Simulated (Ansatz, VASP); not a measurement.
## Two plane-wave programs on Rh

```
CELL_PARAMETERS angstrom
0.00000 1.89995 1.89995
1.89995 0.00000 1.89995
1.89995 1.89995 0.00000
ATOMIC_POSITIONS crystal
Rh 0.00000 0.00000 0.00000
```

Alike in both runs: functional r2SCAN; k mesh 18 × 18 × 18; occupations gaussian, width 0.1 eV; no spin polarisation.

Ansatz relaxed the structure, and its values are those at the end. VASP's run is a single point on that final structure, the one shown.

|  | VASP | Ansatz |
| --- | --- | --- |
| version | VASP 6.6.1 | Ansatz 0.2.0 |
| potentials or method | VASP PAW PBE potentials, release 64 (Rh_pv), cutoff 520 eV | scalar-relativistic, plane waves, PAW |
| valence electrons in the cell | 15 | 17 |

|  | VASP | Ansatz | Ansatz less VASP |
| --- | --- | --- | --- |
| gap on the k mesh at the Fermi level (eV) | none | none | - |
| pressure (GPa) | 1.2 | 0.0 | -1.22 |

VASP's potentials were made for PBE, not for r2SCAN. A gap of «none» marks a metal or a gap that the smearing closes. With one functional, cell and mesh, what is left measures potentials, basis and numerics. VASP's potentials hold 15 valence electrons a cell and Ansatz's 17, so a difference there can come from the potentials and not from the codes.
